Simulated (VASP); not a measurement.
Input of a VASP 6.6.1 run:

The input INCAR:

```
  PREC = Accurate
  ENCUT = 500
  EDIFF = 1E-8
  ISMEAR = 0
  SIGMA = 0.01
  LREAL = False
  LASPH = True
  NELM = 120
  ALGO = Normal
  ISIF = 3
  LWAVE = False
  LCHARG = False
  GGA = PE
  NBANDS = 15
  IBRION = 6
  NFREE = 2
  POTIM = 0.015
  NSW = 1
  GGA_COMPAT = False
```

KPOINTS

```
Automatic mesh
0
Gamma
  5 5 5
```

Contents of POSCAR:

```
KCl
1.0
    0.0000000000      3.1464700000      3.1464700000
    3.1464700000      0.0000000000      3.1464700000
    3.1464700000      3.1464700000      0.0000000000
K Cl
1 1
Direct
    0.0000000000      0.0000000000      0.0000000000
    0.5000000000      0.5000000000      0.5000000000
```

Potentials or basis: VASP PAW PBE potentials, release 64 (K_sv, Cl).

Command:

```bash
$ cat potpaw_PBE.64/K_sv/POTCAR potpaw_PBE.64/Cl/POTCAR > POTCAR
$ mpirun -np 1 vasp_std > vasp.out
```

(1) What does it give for the elastic constants C11, C12, C44?

(2) Estimate the Voigt bulk modulus.

(3) What does it give for the highest phonon frequency at Γ, LO-TO splitting left out?

## Answers

(1) 45, 7, 6 GPa.

(2) 19 GPa.

(3) 140 cm⁻¹.
